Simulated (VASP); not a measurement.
# SnO2 (Pnnm) in VASP: single point with LDA

Aim: the single point of SnO2 with LDA.

Program: VASP 6.6.1. These are calculated values, not measurements. Logs are shortened: lines on timing, memory, paths and dates and some standing lists are left out, and cuts for length are marked.

## 1. The cell of the first run

It takes space group Pnnm (No. 58, orthorhombic). The conventional cell has a = 4.788 Å, b = 4.867 Å, c = 3.241 Å, α = 90.00°, β = 90.00°, γ = 90.00°. Sn (site symmetry 2/m) has 6 O at 2.09 to 2.10 Å within 2.8 Å. O (site symmetry m) has 3 Sn at 2.09 to 2.10 Å and 1 O at 2.65 Å within 2.8 Å.

## 2. Single point, LDA

INCAR reads:

```
SYSTEM = SnO2
PREC     = Accurate       ! precision mode
ENCUT    = 520            ! plane-wave cutoff, eV
EDIFF    = 1E-6           ! SCF threshold, eV
ISMEAR   = 0              ! smearing method
SIGMA    = 0.01           ! smearing width, eV
LREAL    = .False.        ! projectors in reciprocal space
LASPH    = .True.         ! aspherical terms in the spheres
NELM     = 80             ! most SCF steps
ALGO     = Normal         ! electronic algorithm
ISIF     = 2              ! what is computed and relaxed
LWAVE    = .False.        ! write WAVECAR
LCHARG   = .True.         ! write CHGCAR
LELF     = .True.         ! ELF
LVHAR    = .True.       
NBANDS   = 35             ! bands
```

KPOINTS reads:

```
Automatic mesh
0
Gamma
  3 3 5
  0 0 0
```

POSCAR reads:

```
SnO2
1.0
    4.7880040000      0.0000000000      0.0000000000
    0.0000000000      4.8665820000      0.0000000000
    0.0000000000      0.0000000000      3.2408980000
Sn O
2 4
Direct
    0.5000000000      0.5000000000      0.5000000000
    0.0000000000      0.0000000000      0.0000000000
    0.2918550000      0.3210420000      0.0000000000
    0.7918550000      0.1789580000      0.5000000000
    0.2081450000      0.8210420000      0.5000000000
    0.7081450000      0.6789580000      0.0000000000
```

Potentials or basis: VASP PAW LDA potentials, release 64 (Sn_d, O).

The run is started by

```bash
$ cat potpaw_LDA.64/Sn_d/POTCAR potpaw_LDA.64/O/POTCAR > POTCAR
$ mpirun -np 1 vasp_std > vasp.out
```

OUTCAR:

```text
SYSTEM = SnO2
   PREC = Accurate
   ENCUT = 520
   EDIFF = 1E-6
   ISMEAR = 0
   LREAL = .False.
   LASPH = .True.
   NELM = 80
   ISIF = 2

 ion  position               nearest neighbor table
   1  0.500  0.500  0.500-   3 2.09   6 2.09   3 2.09   6 2.09   5 2.10   4 2.10
   2  0.000  0.000  0.000-   4 2.09   5 2.09   4 2.09   5 2.09   3 2.10   6 2.10
   3  0.292  0.321  0.000-   1 2.09   1 2.09   2 2.10
   4  0.792  0.179  0.500-   2 2.09   2 2.09   1 2.10
   5  0.208  0.821  0.500-   2 2.09   2 2.09   1 2.10
   6  0.708  0.679  0.000-   1 2.09   1 2.09   2 2.10

  LATTYP: Found a simple orthorhombic cell.
 ALAT       =     3.2408980000
 B/A-ratio  =     1.4773695439
 C/A-ratio  =     1.5016152930

  Lattice vectors:

 A1 = (   0.0000000000,   0.0000000000,   3.2408980000)
 A2 = (   4.7880040000,   0.0000000000,   0.0000000000)
 A3 = (   0.0000000000,   4.8665820000,   0.0000000000)

Analysis of symmetry for initial positions (statically):
=====================================================================
 Subroutine PRICEL returns:
 Original cell was already a primitive cell.

 Routine SETGRP: Setting up the symmetry group for a
 simple orthorhombic supercell.

 Subroutine GETGRP returns: Found  8 space group operations
 (whereof  4 operations were pure point group operations)
 out of a pool of  8 trial point group operations.

The static configuration has the point symmetry C_2h.
 The point group associated with its full space group is D_2h.

Analysis of symmetry for dynamics (positions and initial velocities):
=====================================================================
 Subroutine PRICEL returns:
 Original cell was already a primitive cell.

 Routine SETGRP: Setting up the symmetry group for a
 simple orthorhombic supercell.

 Subroutine GETGRP returns: Found  8 space group operations
 (whereof  4 operations were pure point group operations)
 out of a pool of  8 trial point group operations.

The dynamic configuration has the point symmetry C_2h.
 The point group associated with its full space group is D_2h.

 Subroutine INISYM returns: Found  8 space group operations
 (whereof  4 operations are pure point group operations),
 and found     1 'primitive' translations

----------------------------------------------------------------------------------------

                                     Primitive cell

  volume of cell :      75.5169
[... 85 lines left out ...]
   LREAL  =      F    real-space projection
   EDIFFG = 0.1E-04   stopping-criterion for IOM
   NSW    =      0    number of steps for IOM
   IBRION =     -1    ionic relax: 0-MD 1-quasi-New 2-CG
   NFREE  =      0    steps in history (QN), initial steepest desc. (CG)
   ISIF   =      2    stress and relaxation
   ISYM   =      2    0-nonsym 1-usesym 2-fastsym
   POTIM  = 0.5000    time-step for ionic-motion
   TEBEG  =    0.0;   TEEND  =   0.0 temperature during run
   PSTRESS=    0.0 pullay stress
   NELECT =      52.0000    total number of electrons
   NUPDOWN=      -1.0000    fix difference up-down
   EMIN   =  10.00;   EMAX   =-10.00  energy-range for DOS
   EFERMI =   0.00;   METHOD = LEGACY
   ISMEAR =     0;   SIGMA  =   0.01  broadening in eV -4-tet -1-fermi 0-gaus
   EFERMI_NEDOS =   21; number of points for ismear=-14 and -15
   IALGO  =     38    algorithm
   IMIX   =      4    mixing-type and parameters
     AMIX     =   0.40;   BMIX     =  1.00
     AMIX_MAG =   1.60;   BMIX_MAG =  1.00
  volume/ion in A,a.u.               =      12.59        84.94
  Fermi-wavevector in a.u.,A,eV,Ry     =   1.445644  2.731871 28.434627  2.089886
  Thomas-Fermi vector in A             =   2.563802
   LORBIT       =      0    0 simple, 1 ext, 2 COOP (PROOUT), +10 PAW based schemes
   GGA     = CA    functional components
   LHFCALC =     F    Hartree Fock is set to
   AEXX    =    0.0000 exact exchange contribution
   IVDW    =     0    specifies the selected vdW correction
   LEPSILON=     F    determine dielectric tensor
   LRPA    =     F    only Hartree local field effects (RPA)
 non-spin polarized calculation
 Gauss-broadening in eV      SIGMA  =   0.01
  energy-cutoff  :      520.00
  volume of cell :       75.52
 maximum number of plane-waves:      2050
 NGX is ok and might be reduce to    36
   NGX = 17   NGY = 19   NGZ = 13

 number of electron      51.9999997 magnetization

 Free energy of the ion-electron system (eV)
  ---------------------------------------------------
  ext. energy  EPLUGINS =         0.00000000
  ---------------------------------------------------
  free energy    TOTEN  =       -42.12710797 eV

  energy without entropy =      -42.12710797  energy(sigma->0) =      -42.12710797

 E-fermi :   5.1955     XC(G=0): -11.5225

 val. band max:        5.1328635314   @ k =   0.0000   0.0000   0.0000
 cond. band min:       5.8345927329   @ k =   0.0000   0.0000   0.0000
 fundamental gap:      0.7017292015
 Fermi energy:         5.1955004351

 k-point     1 :       0.0000    0.0000    0.0000
  band No.  band energies     occupation
      1     -15.6830      2.00000
      2     -15.0538      2.00000
      3     -14.8525      2.00000
      4     -14.8332      2.00000
      5     -14.8296      2.00000
      6     -14.7519      2.00000
[... 445 lines left out ...]
     34      16.2497      0.00000
     35      17.1411      0.00000

------------------------ aborting loop because EDIFF is reached ----------------------------------------

  FORCE on cell =-STRESS in cart. coord.  units (eV):
  Direction    XX          YY          ZZ          XY          YZ          ZX
  --------------------------------------------------------------------------------------
  -------------------------------------------------------------------------------------
  Total       -4.6060471     -4.7318262     -5.4064530      0.0000000      0.0000000      0.0000000
  in kB      -97.7226063   -100.3911554   -114.7041412      0.0000000      0.0000000      0.0000000
  external PRESSURE =    -104.2726343 kB  Pullay stress =       0.0000000 kB

 VOLUME and BASIS-vectors are now :
 -----------------------------------------------------------------------------
  energy-cutoff  :      520.00
  volume of cell :       75.52
      direct lattice vectors                 reciprocal lattice vectors
     4.788004000  0.000000000  0.000000000     0.208855298  0.000000000  0.000000000
     0.000000000  4.866582000  0.000000000     0.000000000  0.205483027  0.000000000
     0.000000000  0.000000000  3.240898000     0.000000000  0.000000000  0.308556456

 POSITION                                       TOTAL-FORCE (eV/Angst)
 -----------------------------------------------------------------------------------
      2.39400      2.43329      1.62045        -0.000000      0.000000      0.000000
      0.00000      0.00000      0.00000        -0.000000      0.000000      0.000000
      1.39740      1.56238      0.00000         0.148440     -0.003170     -0.000000
      3.79140      0.87091      1.62045         0.148440      0.003170      0.000000
      0.99660      3.99567      1.62045        -0.148440     -0.003170     -0.000000
      3.39060      3.30420      0.00000        -0.148440      0.003170      0.000000
 -----------------------------------------------------------------------------------
    total drift:                                0.000000      0.000000      0.000000

  FREE ENERGIE OF THE ION-ELECTRON SYSTEM (eV)
  ---------------------------------------------------
  free  energy   TOTEN  =       -42.1271079676 eV

  energy  without entropy=      -42.1271079676  energy(sigma->0) =      -42.12710797
```

stdout:

```text
POSCAR found type information on POSCAR SnO
 POSCAR found :  2 types and       6 ions
 scaLAPACK will be used
 LDA part: xc-table for (Slater(with rela. corr.)+CA(PZ))
 , standard interpolation
 POSCAR, INCAR and KPOINTS ok, starting setup
 FFT: planning ... GRIDC
 FFT: planning ... GRID_SOFT
 FFT: planning ... GRID
 WAVECAR not read
 entering main loop
```

Run time: 38 s. Hardware: 1 thread of Intel Xeon 8259CL, shared host; peak memory 0.16 GiB.

Results:

```yaml
Free_energy: -42.1271 eV
Pressure: -10.4 GPa
Largest_force: 0.148 eV/Å
Band_gap_on_the_k_mesh: 0.70 eV, direct
```

Forces on the atoms (eV/Å):
```
Sn   0.000  0.000  0.000
Sn   0.000  0.000  0.000
O    0.148 -0.003  0.000
O    0.148  0.003  0.000
O   -0.148 -0.003  0.000
O   -0.148  0.003  0.000
```

Levels at points of the mesh, in eV from the valence-band top:
```tsv
k point	band 22	band 23	band 24	band 25	band 26	band 27	band 28	band 29	band 30	band 31
(0.00, 0.00, 0.00)	-1.20	-1.16	-0.64	-0.63	0.00	0.70	5.53	5.84	5.99	9.91
```

Caveat: the k points lie up to 0.44 Å⁻¹ apart; spin-orbit coupling is left out, which moves the levels of the heavy elements.
